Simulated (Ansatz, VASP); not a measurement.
**TiO in VASP and in Ansatz**

INCAR

```
SYSTEM = TiO
ALGO     = Normal         ! electronic algorithm
EDIFF    = 1E-6           ! SCF threshold, eV
ENCUT    = 520            ! plane-wave cutoff, eV
GGA      = PS             ! functional
ISIF     = 2              ! what is computed and relaxed
ISMEAR   = 0              ! smearing method
LASPH    = .True.         ! aspherical terms in the spheres
LCHARG   = .False.        ! write CHGCAR
LREAL    = .False.        ! projectors in reciprocal space
LWAVE    = .False.        ! write WAVECAR
NBANDS   = 26             ! bands
NELM     = 100            ! most SCF steps
PREC     = Accurate       ! precision mode
SIGMA    = 0.1            ! smearing width, eV
```

Contents of KPOINTS:

```
k-points
0
Gamma
  30 30 12
  0 0 0
```

POSCAR

```
TiO
1.0
    2.8516080131      0.0000000000      0.0000000000
   -1.4258040066      2.4695649810      0.0000000000
    0.0000000000      0.0000000000      5.5675030000
Ti O
2 2
Direct
    0.3333333333      0.6666666667      0.2500000000
    0.6666666667      0.3333333333      0.7500000000
    0.0000000000      0.0000000000      0.0000000000
    0.0000000000      0.0000000000      0.5000000000
```

Input for Ansatz:

```yaml
crystal:
  lattice:
    - [2.8516080131, 0.0, 0.0]
    - [-1.4258040066, 2.469564981, 0.0]
    - [0.0, 0.0, 5.567503]
  atoms:
    - { symbol: Ti, position: [0.3333333333, 0.6666666667, 0.25] }
    - { symbol: Ti, position: [0.6666666667, 0.3333333333, 0.75] }
    - { symbol: O, position: [0.0, 0.0, 0.0] }
    - { symbol: O, position: [0.0, 0.0, 0.5] }
basis:
  ecutwfc: 420
kpoints:
  mp_grid: { grid: [30, 30, 12] }
hamiltonian:
  xc: pbesol
scf:
  occupations: { method: gaussian, width: 0.1 }
output:
  forces: true
  stress: true
  eigenvalues: true
```

Alike in both runs: task single point; functional PBEsol; k mesh 30 × 30 × 12; occupations gaussian, width 0.1 eV; no spin polarisation.

|  | VASP | Ansatz |
| --- | --- | --- |
| version | VASP 6.6.1 | Ansatz 0.2.0 |
| potentials or method | VASP PAW PBE potentials, release 64 (Ti_sv, O), cutoff 520 eV | scalar-relativistic, plane waves, PAW |
| valence electrons in the cell | 36 | 36 |

Ansatz gave:

| Quantity | Value |
| --- | --- |
| gap on the k mesh at the Fermi level (eV) | none |
| pressure (GPa) | -10.0 |
| traceless stress, the component that is largest in VASP (GPa) | -1.85 |

Problem. Which values does VASP return?

Solution. gap on the k mesh at the Fermi level (eV): none; pressure (GPa): -9.3; traceless stress, the component that is largest in VASP (GPa): -1.76.

VASP's potentials were made for PBE, not for PBEsol. A gap of «none» marks a metal or a gap that the smearing closes.
